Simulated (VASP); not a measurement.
# Ir3Cl in VASP: notebook

Ir3Cl is run at these levels: PBE; tasks: relaxation of the atoms.

All numbers are computed with VASP 6.6.1; they aren't measurements. Logs are shortened: lines on timing, memory, paths and dates and some standing lists are left out, and cuts for length are marked.

**1. The cell of the first run**

The cell holds a slab with vacuum, 4 atoms: a = 2.737 Å, b = 2.737 Å, c = 19.843 Å, α = 90.00°, β = 90.00°, γ = 120.00°.

**2. Relaxation of the atoms, PBE**

INCAR reads:

```
SYSTEM = Ir3Cl
PREC     = Accurate       ! precision mode
ENCUT    = 520            ! plane-wave cutoff, eV
EDIFF    = 1E-6           ! SCF threshold, eV
ISMEAR   = 0              ! smearing method
SIGMA    = 0.1            ! smearing width, eV
LREAL    = .False.        ! projectors in reciprocal space
LASPH    = .True.         ! aspherical terms in the spheres
NELM     = 60             ! most SCF steps
ALGO     = Normal         ! electronic algorithm
ISIF     = 2              ! what is computed and relaxed
LWAVE    = .False.        ! write WAVECAR
LCHARG   = .False.        ! write CHGCAR
LDIPOL   = .True.       
IDIPOL   = 3            
DIPOL    = 0.5 0.5 0.369
GGA      = PE             ! functional
IBRION   = 2              ! ionic algorithm
NSW      = 36             ! ionic steps
EDIFFG   = -0.025         ! ionic threshold
```

KPOINTS reads:

```
regular mesh
0
Gamma
  12 12 1
  0 0 0
```

POSCAR reads:

```
Ir3Cl
1.0
    2.7367600872      0.0000000000      0.0000000000
   -1.3683800436      2.3701037596      0.0000000000
    0.0000000000      0.0000000000     19.8425800097
Ir Cl
3 1
Selective dynamics
Direct
    0.6666666667      0.3333333333      0.2015866887  F F F
    0.3333333333      0.6666666667      0.3110139943  F F F
    0.0000000000      0.0000000000      0.4204382699  F F F
    0.0000000000      0.0000000000      0.5434061500  F F T
```

Potentials or basis: VASP PAW PBE potentials, release 64 (Ir, Cl).

The run is started by

```sh
> cat potpaw_PBE.64/Ir/POTCAR potpaw_PBE.64/Cl/POTCAR > POTCAR
> mpirun -np 1 vasp_std > vasp.out
```

OUTCAR:

```text
SYSTEM = Ir3Cl
   PREC = Accurate
   ENCUT = 520
   EDIFF = 1E-6
   ISMEAR = 0
   LREAL = .False.
   LASPH = .True.
   NELM = 60
   ISIF = 2
   GGA = PE
   IBRION = 2
   NSW = 36
   EDIFFG = -0.025

 ion  position               nearest neighbor table
   1  0.667  0.333  0.202-   2 2.69   2 2.69   2 2.69
   2  0.333  0.667  0.311-   3 2.69   3 2.69   3 2.69   1 2.69   1 2.69   1 2.69
   3  0.000  0.000  0.420-   4 2.44   2 2.69   2 2.69   2 2.69
   4  0.000  0.000  0.543-   3 2.44

  LATTYP: Found a hexagonal cell.
 ALAT       =     2.7367600872
 C/A-ratio  =     7.2503907458

  Lattice vectors:

 A1 = (   2.7367600872,   0.0000000000,   0.0000000000)
 A2 = (  -1.3683800436,   2.3701037596,   0.0000000000)
 A3 = (   0.0000000000,   0.0000000000,  19.8425800097)

Analysis of symmetry for initial positions (statically):
=====================================================================
 Subroutine PRICEL returns:
 Original cell was already a primitive cell.

 Routine SETGRP: Setting up the symmetry group for a
 hexagonal supercell.

 Subroutine GETGRP returns: Found  6 space group operations
 (whereof  6 operations were pure point group operations)
 out of a pool of 24 trial point group operations.

The static configuration has the point symmetry C_3v.

Analysis of symmetry for dynamics (positions and initial velocities):
=====================================================================
 Subroutine PRICEL returns:
 Original cell was already a primitive cell.

 Routine SETGRP: Setting up the symmetry group for a
 hexagonal supercell.

 Subroutine GETGRP returns: Found  6 space group operations
 (whereof  6 operations were pure point group operations)
 out of a pool of 24 trial point group operations.

The dynamic configuration has the point symmetry C_3v.

Analysis of constrained symmetry for selective dynamics:
=====================================================================
 Subroutine PRICEL returns:
 Original cell was already a primitive cell.

 Routine SETGRP: Setting up the symmetry group for a
 hexagonal supercell.

 Subroutine GETGRP returns: Found  6 space group operations
 (whereof  6 operations were pure point group operations)
 out of a pool of 24 trial point group operations.

The constrained configuration has the point symmetry C_3v.

 Subroutine INISYM returns: Found  6 space group operations
 (whereof  6 operations are pure point group operations),
 and found     1 'primitive' translations

----------------------------------------------------------------------------------------

                                     Primitive cell

  volume of cell :     128.7070

  direct lattice vectors                    reciprocal lattice vectors
     2.736760087  0.000000000  0.000000000     0.365395566  0.210961228  0.000000000
    -1.368380044  2.370103760  0.000000000     0.000000000  0.421922456  0.000000000
     0.000000000  0.000000000 19.842580010     0.000000000  0.000000000  0.050396672

  length of vectors
     2.736760087  2.736760087 19.842580010     0.421922456  0.421922456  0.050396672

  position of ions in fractional coordinates (direct lattice)
     0.666666667  0.333333333  0.201586689
     0.333333333  0.666666667  0.311013994
     0.000000000  0.000000000  0.420438270
     0.000000000  0.000000000  0.543406150

  ion indices of the primitive-cell ions
   primitive index   ion index
                 1           1
                 2           2
                 3           3
                 4           4

----------------------------------------------------------------------------------------

 KPOINTS: regular mesh

Automatic generation of k-mesh.
 Grid dimensions read from file:
 generate k-points for:   12   12    1

 Generating k-lattice:

  Cartesian coordinates                     Fractional coordinates (reciprocal lattice)
     0.030449630  0.017580102  0.000000000     0.083333333  0.000000000  0.000000000
     0.000000000  0.035160205  0.000000000     0.000000000  0.083333333  0.000000000
     0.000000000  0.000000000  0.050396672     0.000000000  0.000000000  1.000000000

  Length of vectors
     0.035160205  0.035160205  0.050396672

  Shift w.r.t. Gamma in fractional coordinates (k-lattice)
     0.000000000  0.000000000  0.000000000

 Subroutine IBZKPT returns following result:
 ===========================================

 Found     19 irreducible k-points:

 Following reciprocal coordinates:
            Coordinates               Weight
  0.000000  0.000000  0.000000      1.000000
  0.083333  0.000000  0.000000      6.000000
  0.166667 -0.000000  0.000000      6.000000
  0.250000 -0.000000  0.000000      6.000000
  0.333333  0.000000  0.000000      6.000000
  0.416667  0.000000  0.000000      6.000000
[... 11 lines left out ...]
  0.333333  0.250000  0.000000     12.000000
  0.333333  0.333333  0.000000      2.000000
   k-points           NKPTS =     19   k-points in BZ     NKDIM =     19   number of bands    NBANDS=     21
   number of dos      NEDOS =    301   number of ions     NIONS =      4
   total plane-waves  NPLWV =  60000
   dimension x,y,z NGX =    20 NGY =   20 NGZ =  150
   dimension x,y,z NGXF=    40 NGYF=   40 NGZF=  300
   ions per type =               3   1
   NGX,Y,Z   is equivalent  to a cutoff of  12.15, 12.15, 12.57 a.u.
   NGXF,Y,Z  is equivalent  to a cutoff of  24.30, 24.30, 25.13 a.u.
 SYSTEM =  Ir3Cl
   PREC   = accura    normal or accurate (medium, high low for compatibility)
   ISTART =      0    job   : 0-new  1-cont  2-samecut
   ICHARG =      2    charge: 1-file 2-atom 10-const
   ISPIN  =      1    spin polarized calculation?
   LNONCOLLINEAR =      F non collinear calculations
   LSORBIT =      F    spin-orbit coupling
   LASPH  =      T    aspherical Exc in radial PAW
   ENCUT  =  520.0 eV  38.22 Ry    6.18 a.u.   5.09  5.09 36.89*2*pi/ulx,y,z
   NELM   =     60;   NELMIN=  2; NELMDL= -5     # of ELM steps
   EDIFF  = 0.1E-05   stopping-criterion for ELM
   LREAL  =      F    real-space projection
   EDIFFG = -.3E-01   stopping-criterion for IOM
   NSW    =     36    number of steps for IOM
   IBRION =      2    ionic relax: 0-MD 1-quasi-New 2-CG
   NFREE  =      1    steps in history (QN), initial steepest desc. (CG)
   ISIF   =      2    stress and relaxation
   ISYM   =      2    0-nonsym 1-usesym 2-fastsym
   POTIM  = 0.5000    time-step for ionic-motion
   TEBEG  =    0.0;   TEEND  =   0.0 temperature during run
   PSTRESS=    0.0 pullay stress
   NELECT =      34.0000    total number of electrons
   NUPDOWN=      -1.0000    fix difference up-down
   EMIN   =  10.00;   EMAX   =-10.00  energy-range for DOS
   EFERMI =   0.00;   METHOD = LEGACY
   ISMEAR =     0;   SIGMA  =   0.10  broadening in eV -4-tet -1-fermi 0-gaus
   EFERMI_NEDOS =   21; number of points for ismear=-14 and -15
   IALGO  =     38    algorithm
   IMIX   =      4    mixing-type and parameters
     AMIX     =   0.40;   BMIX     =  1.00
     AMIX_MAG =   1.60;   BMIX_MAG =  1.00
  volume/ion in A,a.u.               =      32.18       217.14
  Fermi-wavevector in a.u.,A,eV,Ry     =   1.050430  1.985025 15.012708  1.103403
  Thomas-Fermi vector in A             =   2.185433
   LORBIT       =      0    0 simple, 1 ext, 2 COOP (PROOUT), +10 PAW based schemes
   GGA     = PE    functional components
   LHFCALC =     F    Hartree Fock is set to
   AEXX    =    0.0000 exact exchange contribution
   IVDW    =     0    specifies the selected vdW correction
   LEPSILON=     F    determine dielectric tensor
   LRPA    =     F    only Hartree local field effects (RPA)
 conjugate gradient relaxation of ions
 non-spin polarized calculation
 Gauss-broadening in eV      SIGMA  =   0.10
  energy-cutoff  :      520.00
  volume of cell :      128.71
 maximum number of plane-waves:      3499
   NGX = 11   NGY = 11   NGZ = 73

--------------------------------------- Ionic step        1  -------------------------------------------

 number of electron      34.0000000 magnetization

 Free energy of the ion-electron system (eV)
  ---------------------------------------------------
  ext. energy  EPLUGINS =         0.00000000
  ---------------------------------------------------
  free energy    TOTEN  =       -26.87582283 eV

  energy without entropy =      -26.85757643  energy(sigma->0) =      -26.86669963

------------------------ aborting loop because EDIFF is reached ----------------------------------------

 vacuum level on the upper side and lower side of the slab       (xc-potential included)        -0.303        -0.135

  FORCE on cell =-STRESS in cart. coord.  units (eV):
  Direction    XX          YY          ZZ          XY          YZ          ZX
  --------------------------------------------------------------------------------------
  -------------------------------------------------------------------------------------
  Total        1.8425457      1.8425457     -2.3766880      0.0000000      0.0000000      0.0000000
  in kB       22.9364723     22.9364723    -29.5856104      0.0000000      0.0000000      0.0000000
  external PRESSURE =       5.4291114 kB  Pullay stress =       0.0000000 kB
[... 57 lines left out ...]
  FREE ENERGIE OF THE ION-ELECTRON SYSTEM (eV)
  ---------------------------------------------------
  free  energy   TOTEN  =       -26.9370831729 eV

  energy  without entropy=      -26.9200106277  energy(sigma->0) =      -26.92854690

 dipolmoment           0.000000      0.000000      0.005979 electrons x Angstroem

--------------------------------------- Ionic step        3  -------------------------------------------

 number of electron      34.0000003 magnetization

------------------------ aborting loop because EDIFF is reached ----------------------------------------
[... 71 lines left out ...]
--------------------------------------- Ionic step        5  -------------------------------------------

 number of electron      34.0000003 magnetization

 dipolmoment           0.000000      0.000000     -0.019569 electrons x Angstroem

 Free energy of the ion-electron system (eV)
  ---------------------------------------------------
  ext. energy  EPLUGINS =         0.00000000
  ---------------------------------------------------
  free energy    TOTEN  =       -26.99826871 eV

  energy without entropy =      -26.98220177  energy(sigma->0) =      -26.99023524

 E-fermi :   1.3710     XC(G=0):  -6.7417

 val. band max:        1.3313182679   @ k =   0.3333   0.1667   0.0000
 cond. band min:       1.3826398621   @ k =   0.3333   0.0000   0.0000
 fundamental gap:      0.0513215942
 Fermi energy:         1.3709861743

 k-point     1 :       0.0000    0.0000    0.0000
  band No.  band energies     occupation
      1     -16.4404      2.00000
      2      -8.8180      2.00000
      3      -6.8494      2.00000
      4      -6.3240      2.00000
      5      -5.2603      2.00000
      6      -2.4631      2.00000
[... 445 lines left out ...]
     20       6.9100      0.00000
     21       7.1452      0.00000

------------------------ aborting loop because EDIFF is reached ----------------------------------------

 vacuum level on the upper side and lower side of the slab       (xc-potential included)        -0.307         0.215

  FORCE on cell =-STRESS in cart. coord.  units (eV):
  Direction    XX          YY          ZZ          XY          YZ          ZX
  --------------------------------------------------------------------------------------
  -------------------------------------------------------------------------------------
  Total        2.4330801      2.4330801      1.0784140      0.0000000      0.0000000      0.0000000
  in kB       30.2875936     30.2875936     13.4243693      0.0000000      0.0000000      0.0000000
  external PRESSURE =      24.6665188 kB  Pullay stress =       0.0000000 kB
[... 19 lines left out ...]
  FREE ENERGIE OF THE ION-ELECTRON SYSTEM (eV)
  ---------------------------------------------------
  free  energy   TOTEN  =       -26.9982687072 eV

  energy  without entropy=      -26.9822017744  energy(sigma->0) =      -26.99023524

 reached required accuracy - stopping structural energy minimisation

 vacuum level on the upper side and lower side of the slab         6.213         6.744
```

It took 4.2 min on 1 thread of Intel Xeon Platinum 8488C (Sapphire Rapids), shared host; peak memory 0.26 GiB.

Results:

```
Free energy               : -26.9983 eV
Energy gained by relaxing : 30.6 meV/atom
Ionic steps               : 5
Band gap on the k mesh    : zero (bands 17 and 18 overlap by 1.66 eV)
```

Step by step:
| step | energy change (eV) | largest force on free atoms (eV/Å) | pressure (GPa) |
| --- | --- | --- | --- |
| 1 | 0.0000 | 1.1822 | 0.54 |
| 2 | -0.0613 | 0.9436 | 1.04 |
| 3 | -0.1223 | 0.0638 | 2.53 |
| 4 | -0.1224 | 0.0268 | 2.42 |
| 5 | -0.1224 | 0.0147 | 2.47 |

Final structure:
```xyz
4
Lattice="2.7368 0.0000 0.0000 -1.3684 2.3701 0.0000 0.0000 0.0000 19.8426" Properties=species:S:1:pos:R:3 pbc="T T T"
Ir    1.3684    0.7900    4.0000
Ir    0.0000    1.5801    6.1713
Ir    0.0000    0.0000    8.3426
Cl    0.0000    0.0000   10.6097
```

Levels at points of the mesh, in eV from the Fermi level:
| k point | band 15 | band 16 | band 17 | band 18 | band 19 | band 20 |
| --- | --- | --- | --- | --- | --- | --- |
| (0.00, 0.00, 0.00) | -1.39 | -0.81 | -0.81 | -0.26 | 0.37 | 0.37 |
| (0.50, 0.00, 0.00) | 0.54 | 0.84 | 0.84 | 1.26 | 1.30 | 1.55 |

Caveat: spin-orbit coupling is left out, which moves the levels of the heavy elements.

**3. Relaxation of the atoms, PBE**

INCAR reads:

```
PREC     = Accurate       # precision mode
ENCUT    = 520            # plane-wave cutoff, eV
EDIFF    = 1E-6           # SCF threshold, eV
ISMEAR   = 0              # smearing method
SIGMA    = 0.1            # smearing width, eV
LREAL    = False          # projectors in reciprocal space
LASPH    = True           # aspherical terms in the spheres
NELM     = 100            # most SCF steps
ALGO     = Normal         # electronic algorithm
ISIF     = 2              # what is computed and relaxed
LWAVE    = False          # write WAVECAR
LCHARG   = False          # write CHGCAR
LDIPOL   = True         
IDIPOL   = 3            
DIPOL    = 0.5 0.5 0.362
GGA      = PE             # functional
IBRION   = 2              # ionic algorithm
NSW      = 36             # ionic steps
EDIFFG   = -0.025         # ionic threshold
```

KPOINTS reads:

```
regular mesh
0
Gamma
  12 12 1
```

POSCAR: that of step 2 with these lines changed.

```diff
@@ -12,2 +12,2 @@
     0.0000000000      0.0000000000      0.4204382699  F F F
-    0.0000000000      0.0000000000      0.5434061500  F F T
+    0.3333333333      0.6666666667      0.5146404269  F F T
```

Potentials or basis: VASP PAW PBE potentials, release 64 (Ir, Cl).

The run is started by

```sh
> cat potpaw_PBE.64/Ir/POTCAR potpaw_PBE.64/Cl/POTCAR > POTCAR
> mpirun -np 1 vasp_std > vasp.out
```

Run time: 7 min. Hardware: 1 thread of Intel Xeon Platinum 8488C (Sapphire Rapids), shared host; peak memory 0.26 GiB.

Results (log left out):

- Free energy: -26.1068 eV
- Energy gained by relaxing: 111.5 meV/atom
- Ionic steps: 7
- Band gap on the k mesh: zero (bands 17 and 18 overlap by 1.42 eV)

The path:
```
step  energy change (eV)  largest force on free atoms (eV/Å)  pressure (GPa)
   1              0.0000                              2.7780            7.61
   2             -0.2772                              1.4427            5.12
   3             -0.4128                              0.5127            3.17
   4             -0.4301                              0.1915            0.86
   5             -0.4424                              0.1121            1.33
   6             -0.4451                              0.0708            2.01
   7             -0.4461                              0.0141            1.73
```

Final structure:
```yaml
crystal:
  lattice:
    - [2.73676, 0.00000, 0.00000]
    - [-1.36838, 2.37010, 0.00000]
    - [0.00000, 0.00000, 19.84258]
  atoms:
    - { symbol: Ir, position: [0.66667, 0.33333, 0.20159] }
    - { symbol: Ir, position: [0.33333, 0.66667, 0.31101] }
    - { symbol: Ir, position: [0.00000, 0.00000, 0.42044] }
    - { symbol: Cl, position: [0.33333, 0.66667, 0.53650] }
```

Levels at points of the mesh, in eV from the Fermi level:
```
           k point  band 13  band 14  band 15  band 16  band 17  band 18  band 19  band 20  band 21
(0.00, 0.00, 0.00)    -2.93    -1.27    -1.27    -0.58    -0.58    -0.35     0.53     0.53     0.91
(0.50, 0.00, 0.00)    -0.73    -0.69     0.36     0.50     0.80     1.29     1.52     1.58     3.07
```

Caveat: spin-orbit coupling is left out, which moves the levels of the heavy elements.

(Part 1 of 2 ends here.)
